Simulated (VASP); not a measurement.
A run of VASP 6.6.1 is set up as follows.

POSCAR

```
PtSe2
1.0
    3.7721514363      0.0000000000      0.0000000000
   -1.8860757182      3.2667789708      0.0000000000
    0.0000000000      0.0000000000      4.8211844080
Pt Se
1 2
Direct
    0.0000000000      0.0000000000      0.0000000000
    0.3333333333      0.6666666667      0.2653814772
    0.6666666667      0.3333333333      0.7346185228
```

Contents of INCAR.step1:

```
SYSTEM = PtSe2
  ALGO = Normal
  EDIFF = 1E-6
  ENCUT = 520
  GGA = PE
  GGA_COMPAT = .FALSE.
  ISIF = 2
  ISMEAR = 0
  IVDW = 12
  LASPH = .TRUE.
  LCHARG = .TRUE.
  LMAXMIX = 4
  LORBMOM = .TRUE.
  LREAL = .FALSE.
  LSORBIT = .TRUE.
  LWAVE = .FALSE.
  MAGMOM = 0 0 0 0 0 0 0 0 0
  NBANDS = 35
  NELM = 150
  PREC = Accurate
  SIGMA = 0.05
```

The input KPOINTS.step1:

```
k-points
0
G
  10 10 8
  0 0 0
```

File INCAR.step2:

```
SYSTEM = PtSe2
  ALGO = Normal
  EDIFF = 1E-6
  ENCUT = 520
  GGA = PE
  GGA_COMPAT = .FALSE.
  ICHARG = 11
  ISIF = 2
  ISMEAR = -5
  IVDW = 12
  LASPH = .TRUE.
  LCHARG = .FALSE.
  LMAXMIX = 4
  LORBIT = 10
  LORBMOM = .TRUE.
  LREAL = .FALSE.
  LSORBIT = .TRUE.
  LWAVE = .FALSE.
  MAGMOM = 0 0 0 0 0 0 0 0 0
  NEDOS = 2001
  NELM = 150
  PREC = Accurate
  SIGMA = 0.05
```

File KPOINTS.step2:

```
k-points
0
G
  15 15 12
  0 0 0
```

Potentials or basis: VASP PAW PBE potentials, release 64 (Pt, Se).

The run is started by

```bash
$ cat potpaw_PBE.64/Pt/POTCAR potpaw_PBE.64/Se/POTCAR > POTCAR
$ cp INCAR.step1 INCAR
$ cp KPOINTS.step1 KPOINTS
$ mpirun -np 1 vasp_ncl > vasp.out
$ cp INCAR.step2 INCAR
$ cp KPOINTS.step2 KPOINTS
$ mpirun -np 1 vasp_ncl > vasp.out
```

**Question.** Estimate the dispersion energy per atom.

**Answer.** -0.490 eV.

**Question.** Estimate the net moment.

**Answer.** 0.00 μB per cell.

Moments on the atoms (μB; x, y, z):
```
Pt  0.00 0.00 0.00
Se  0.00 0.00 0.00
Se  0.00 0.00 0.00
```
